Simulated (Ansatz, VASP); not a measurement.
# Nb in VASP and in Ansatz

```
Nb
1.0
     3.50909    2.02598    2.48925
    -3.50909    2.02598    2.48925
     0.00000   -4.05195    2.48925
Nb
5
Direct
  0.00000 0.77114 0.22886
  0.77114 0.22886 0.00000
  0.22886 0.00000 0.77114
  0.32824 0.32824 0.32824
  0.67176 0.67176 0.67176
```

Alike in both runs: functional PBE; k mesh 9 × 9 × 9; occupations gaussian, width 0.1 eV; no spin polarisation.

Ansatz relaxed the structure, and its values are those at the end. VASP's run is a single point on that final structure, the one shown.

```csv
,VASP,Ansatz
version,VASP 6.6.1,Ansatz 0.2.0
potentials or method,"VASP PAW PBE potentials, release 64 (Nb_sv), cutoff 520 eV","scalar-relativistic, plane waves, PAW"
valence electrons in the cell,65,65
```

|  | VASP | Ansatz | Ansatz less VASP |
| --- | --- | --- | --- |
| gap on the k mesh at the Fermi level (eV) | none | none | - |
| pressure (GPa) | -0.2 | 0.0 | +0.20 |
| rms of the force components (eV/Å) | 0.008 | 0.001 | -0.0071 |

A gap of «none» marks a metal or a gap that the smearing closes.
